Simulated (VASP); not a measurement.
# N2 in VASP: further runs, part 2 of 2

VASP 6.6.1.

### Step 3. Relaxation of the atoms, LDA

INCAR

```
SYSTEM = N
PREC     = Accurate       ! precision mode
ENCUT    = 520            ! plane-wave cutoff, eV
EDIFF    = 1E-6           ! SCF threshold, eV
ISMEAR   = 1              ! smearing method
SIGMA    = 0.05           ! smearing width, eV
LREAL    = .FALSE.        ! projectors in reciprocal space
LASPH    = .TRUE.         ! aspherical terms in the spheres
NELM     = 60             ! most SCF steps
ALGO     = Normal         ! electronic algorithm
ISIF     = 2              ! what is computed and relaxed
LWAVE    = .FALSE.        ! write WAVECAR
LCHARG   = .FALSE.        ! write CHGCAR
IBRION   = 2              ! ionic algorithm
NSW      = 80             ! ionic steps
EDIFFG   = -0.03          ! ionic threshold
```

KPOINTS

```
regular mesh
0
G
  1 1 1
  0 0 0
```

POSCAR

```
N
1.0
    9.0000000000      0.0000000000      0.0000000000
    0.0000000000      9.5000000000      0.0000000000
    0.0000000000      0.0000000000     10.0000000000
N
2
Direct
    0.5000000000      0.5000000000      0.4445000000
    0.5000000000      0.5000000000      0.5555000000
```

Potentials or basis: VASP PAW LDA potentials, release 64 (N).

Launch:

```console
$ cat potpaw_LDA.64/N/POTCAR > POTCAR
$ mpirun -np 1 vasp_gam > vasp.out
```

OUTCAR:

```text
SYSTEM = N
   PREC = Accurate
   ENCUT = 520
   EDIFF = 1E-6
   ISMEAR = 1
   LREAL = .FALSE.
   LASPH = .TRUE.
   NELM = 60
   ISIF = 2
   IBRION = 2
   NSW = 80
   EDIFFG = -0.03

 ion  position               nearest neighbor table
   1  0.500  0.500  0.444-   2 1.11
   2  0.500  0.500  0.556-   1 1.11

  LATTYP: Found a simple orthorhombic cell.
 ALAT       =     9.0000000000
 B/A-ratio  =     1.0555555556
 C/A-ratio  =     1.1111111111

  Lattice vectors:

 A1 = (   9.0000000000,   0.0000000000,   0.0000000000)
 A2 = (   0.0000000000,   9.5000000000,   0.0000000000)
 A3 = (   0.0000000000,   0.0000000000,  10.0000000000)

Analysis of symmetry for initial positions (statically):
=====================================================================
 Subroutine PRICEL returns:
 Original cell was already a primitive cell.

 Routine SETGRP: Setting up the symmetry group for a
 simple orthorhombic supercell.

 Subroutine GETGRP returns: Found  8 space group operations
 (whereof  8 operations were pure point group operations)
 out of a pool of  8 trial point group operations.

The static configuration has the point symmetry D_2h.

Analysis of symmetry for dynamics (positions and initial velocities):
=====================================================================
 Subroutine PRICEL returns:
 Original cell was already a primitive cell.

 Routine SETGRP: Setting up the symmetry group for a
 simple orthorhombic supercell.

 Subroutine GETGRP returns: Found  8 space group operations
 (whereof  8 operations were pure point group operations)
 out of a pool of  8 trial point group operations.

The dynamic configuration has the point symmetry D_2h.

 Subroutine INISYM returns: Found  8 space group operations
 (whereof  8 operations are pure point group operations),
 and found     1 'primitive' translations

----------------------------------------------------------------------------------------

                                     Primitive cell

  volume of cell :     855.0000

  direct lattice vectors                    reciprocal lattice vectors
     9.000000000  0.000000000  0.000000000     0.111111111  0.000000000  0.000000000
     0.000000000  9.500000000  0.000000000     0.000000000  0.105263158  0.000000000
     0.000000000  0.000000000 10.000000000     0.000000000  0.000000000  0.100000000

  length of vectors
     9.000000000  9.500000000 10.000000000     0.111111111  0.105263158  0.100000000

  position of ions in fractional coordinates (direct lattice)
     0.500000000  0.500000000  0.444500000
     0.500000000  0.500000000  0.555500000

  ion indices of the primitive-cell ions
   primitive index   ion index
                 1           1
                 2           2

----------------------------------------------------------------------------------------

 KPOINTS: regular mesh

Automatic generation of k-mesh.
 Grid dimensions read from file:
 generate k-points for:    1    1    1

 Generating k-lattice:

  Cartesian coordinates                     Fractional coordinates (reciprocal lattice)
     0.111111111  0.000000000  0.000000000     1.000000000  0.000000000  0.000000000
     0.000000000  0.105263158  0.000000000     0.000000000  1.000000000  0.000000000
     0.000000000  0.000000000  0.100000000     0.000000000  0.000000000  1.000000000

  Length of vectors
     0.111111111  0.105263158  0.100000000

  Shift w.r.t. Gamma in fractional coordinates (k-lattice)
     0.000000000  0.000000000  0.000000000

 Subroutine IBZKPT returns following result:
 ===========================================

 Found      1 irreducible k-points:

 Following reciprocal coordinates:
            Coordinates               Weight
  0.000000  0.000000  0.000000      1.000000
   k-points           NKPTS =      1   k-points in BZ     NKDIM =      1   number of bands    NBANDS=      9
   number of dos      NEDOS =    301   number of ions     NIONS =      2
   total plane-waves  NPLWV = 403200
   dimension x,y,z NGX =    70 NGY =   72 NGZ =   80
   dimension x,y,z NGXF=   140 NGYF=  144 NGZF=  160
   ions per type =               2
   NGX,Y,Z   is equivalent  to a cutoff of  12.93, 12.60, 13.30 a.u.
   NGXF,Y,Z  is equivalent  to a cutoff of  25.86, 25.20, 26.60 a.u.
 SYSTEM =  N
   PREC   = accura    normal or accurate (medium, high low for compatibility)
   ISTART =      0    job   : 0-new  1-cont  2-samecut
   ICHARG =      2    charge: 1-file 2-atom 10-const
   ISPIN  =      1    spin polarized calculation?
   LNONCOLLINEAR =      F non collinear calculations
   LSORBIT =      F    spin-orbit coupling
   LASPH  =      T    aspherical Exc in radial PAW
   ENCUT  =  520.0 eV  38.22 Ry    6.18 a.u.  16.73 17.66 18.59*2*pi/ulx,y,z
   NELM   =     60;   NELMIN=  2; NELMDL= -5     # of ELM steps
   EDIFF  = 0.1E-05   stopping-criterion for ELM
   LREAL  =      F    real-space projection
   EDIFFG = -.3E-01   stopping-criterion for IOM
   NSW    =     80    number of steps for IOM
   IBRION =      2    ionic relax: 0-MD 1-quasi-New 2-CG
   NFREE  =      1    steps in history (QN), initial steepest desc. (CG)
   ISIF   =      2    stress and relaxation
   ISYM   =      2    0-nonsym 1-usesym 2-fastsym
   POTIM  = 0.5000    time-step for ionic-motion
   TEBEG  =    0.0;   TEEND  =   0.0 temperature during run
   PSTRESS=    0.0 pullay stress
   NELECT =      10.0000    total number of electrons
   NUPDOWN=      -1.0000    fix difference up-down
   EMIN   =  10.00;   EMAX   =-10.00  energy-range for DOS
   EFERMI =   0.00;   METHOD = LEGACY
   ISMEAR =     1;   SIGMA  =   0.05  broadening in eV -4-tet -1-fermi 0-gaus
   EFERMI_NEDOS =   21; number of points for ismear=-14 and -15
   IALGO  =     38    algorithm
   IMIX   =      4    mixing-type and parameters
     AMIX     =   0.40;   BMIX     =  1.00
     AMIX_MAG =   1.60;   BMIX_MAG =  1.00
  volume/ion in A,a.u.               =     427.50      2884.91
  Fermi-wavevector in a.u.,A,eV,Ry     =   0.371609  0.702239  1.878872  0.138093
  Thomas-Fermi vector in A             =   1.299861
   LORBIT       =      0    0 simple, 1 ext, 2 COOP (PROOUT), +10 PAW based schemes
   GGA     = CA    functional components
   LHFCALC =     F    Hartree Fock is set to
   AEXX    =    0.0000 exact exchange contribution
   IVDW    =     0    specifies the selected vdW correction
   LEPSILON=     F    determine dielectric tensor
   LRPA    =     F    only Hartree local field effects (RPA)
 conjugate gradient relaxation of ions
 non-spin polarized calculation
 Methfessel and Paxton  Order N= 1 SIGMA  =   0.05
  energy-cutoff  :      520.00
  volume of cell :      855.00
 maximum number of plane-waves:     11510
 NGX is ok and might be reduce to    70
   NGX = 33   NGY = 35   NGZ = 37

--------------------------------------- Ionic step        1  -------------------------------------------

 number of electron      10.0000000 magnetization

 Free energy of the ion-electron system (eV)
  ---------------------------------------------------
  ext. energy  EPLUGINS =         0.00000000
  ---------------------------------------------------
  free energy    TOTEN  =       -17.48318117 eV

  energy without entropy =      -17.48608012  energy(sigma->0) =      -17.48414748

------------------------ aborting loop because EDIFF is reached ----------------------------------------

  FORCE on cell =-STRESS in cart. coord.  units (eV):
  Direction    XX          YY          ZZ          XY          YZ          ZX
  --------------------------------------------------------------------------------------
  -------------------------------------------------------------------------------------
  Total       -0.0354996     -0.0344290     -1.2053759      0.0000000      0.0000000      0.0000000
  in kB       -0.0665224     -0.0645162     -2.2587438      0.0000000      0.0000000      0.0000000
  external PRESSURE =      -0.7965941 kB  Pullay stress =       0.0000000 kB
[... 93 lines left out ...]
  energy  without entropy=      -17.4898653101  energy(sigma->0) =      -17.48793267

--------------------------------------- Ionic step        4  -------------------------------------------

 number of electron      10.0000000 magnetization

 Free energy of the ion-electron system (eV)
  ---------------------------------------------------
  ext. energy  EPLUGINS =         0.00000000
  ---------------------------------------------------
  free energy    TOTEN  =       -17.48697424 eV

  energy without entropy =      -17.48987319  energy(sigma->0) =      -17.48794055

 E-fermi : -10.1462     XC(G=0):  -0.6728

 val. band max:      -10.1882930916   @ k =   0.0000   0.0000   0.0000
 cond. band min:      -2.1015010541   @ k =   0.0000   0.0000   0.0000
 fundamental gap:      8.0867920375
 Fermi energy:       -10.1461989807

 k-point     1 :       0.0000    0.0000    0.0000
  band No.  band energies     occupation
      1     -28.1890      2.00000
      2     -13.2446      2.00000
      3     -11.7058      2.00000
      4     -11.7058      2.00000
      5     -10.1883      2.00000
      6      -2.1015      0.00000
      7      -2.1012      0.00000
      8      -0.1497      0.00000
      9       1.2508      0.00000

------------------------ aborting loop because EDIFF is reached ----------------------------------------
[... 25 lines left out ...]
  FREE ENERGIE OF THE ION-ELECTRON SYSTEM (eV)
  ---------------------------------------------------
  free  energy   TOTEN  =       -17.4869742362 eV

  energy  without entropy=      -17.4898731888  energy(sigma->0) =      -17.48794055

 reached required accuracy - stopping structural energy minimisation
```

It took 81 s on 1 thread of Intel Xeon 8259CL, shared host; peak memory 0.52 GiB.

What came out:

| Property | Result |
| --- | --- |
| Free energy | -17.4870 eV |
| Energy gained by relaxing | 1.9 meV/atom |
| Ionic steps | 4 |
| Gap between the frontier levels | 8.09 eV |

Forces on the atoms (eV/Å):
```
N    0.000  0.000 -0.003
N    0.000  0.000  0.003
```

The path:
| step | energy change (eV) | largest force (eV/Å) | pressure (GPa) |
| --- | --- | --- | --- |
| 1 | 0.0000 | 1.0583 | -0.08 |
| 2 | 0.8862 | 21.1637 | 1.32 |
| 3 | -0.0038 | 0.0479 | 0.00 |
| 4 | -0.0038 | 0.0025 | -0.01 |

Final structure:
```cif
data_structure
_symmetry_space_group_name_H-M 'P 1'
_symmetry_Int_Tables_number 1
_cell_length_a 9.0000
_cell_length_b 9.5000
_cell_length_c 10.0000
_cell_angle_alpha 90.000
_cell_angle_beta 90.000
_cell_angle_gamma 90.000
_cell_volume 855.00
loop_
_atom_site_label
_atom_site_type_symbol
_atom_site_fract_x
_atom_site_fract_y
_atom_site_fract_z
_atom_site_occupancy
N1 N 0.50000 0.50000 0.44485 1
N2 N 0.50000 0.50000 0.55515 1
```

Levels at points of the mesh, in eV from the valence-band top:
```tsv
k point	band 3	band 4	band 5	band 6	band 7	band 8
(0.00, 0.00, 0.00)	-1.52	-1.52	0.00	8.09	8.09	10.04
```

Caveat: the standard files for N, O and F lose accuracy on very short bonds.
